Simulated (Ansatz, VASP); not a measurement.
Two plane-wave programs on InP

```xyz
2
Lattice="0.0000 3.0422 2.9093 3.0422 0.0000 2.9093 3.0422 3.0422 0.0000" Properties=species:S:1:pos:R:3 pbc="T T T"
In    0.0000    0.0000    0.0000
P     4.5633    4.5633    4.3639
```

Change from the starting cell: strain +0.030 along x and y, -0.015 along z, atoms carried along.

Alike in both runs: task single point; functional r2SCAN; k mesh 8 × 8 × 8; occupations gaussian, width 0.05 eV; no spin polarisation.

|  | VASP | Ansatz |
| --- | --- | --- |
| version | VASP 6.6.1 | Ansatz 0.2.0 |
| potentials or method | VASP PAW PBE potentials, release 64 (In_d, P), cutoff 520 eV | scalar-relativistic, plane waves, PAW |
| valence electrons in the cell | 18 | 18 |

VASP gave:

* gap on the k mesh at the Fermi level (eV): 0.63
* least direct gap on the mesh (eV): 0.63
* pressure (GPa): -2.9
* traceless stress, the component that is largest in VASP (GPa): 1.26

Q: Which values does Ansatz return?

A: gap on the k mesh at the Fermi level (eV): 0.63; least direct gap on the mesh (eV): 0.63; pressure (GPa): -2.8; traceless stress, the component that is largest in VASP (GPa): 1.25.

VASP's potentials were made for PBE, not for r2SCAN. With one functional, cell and mesh, what is left measures potentials, basis and numerics.
